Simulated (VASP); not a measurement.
Runs of VASP 6.6.1 on AgCl. The structure is that of space group Pm-3m (No. 221), or close to it. The cells are those of the table. 

```csv
cell,gap on the mesh (eV),pressure (GPa)
"a = 3.434 Å, angles 89.4°, 2 atoms",0.58,-0.2
"a = 3.435 Å, angles 88.3°, 2 atoms",0.54,-0.2
"a = 3.434 Å, angles 88.8°, 2 atoms",0.56,-0.2
"a = 3.434 Å, angles 91.1°, 2 atoms",(a),-0.2
```

Alike in all rows: task electric field gradients; level PBE; potentials or basis VASP PAW PBE potentials, release 64 (Ag, Cl); no spin polarisation; k mesh 9 × 9 × 9; cutoff (eV) 520; smearing fermi-dirac 0.01 eV.

Q: Fill in the values left out.

A: (a) 0.55.

Caveats: semilocal functionals underestimate gaps, and a narrow one can read as zero.

A k mesh can miss the band edges, and the runs leave out spin-orbit coupling on Ag.
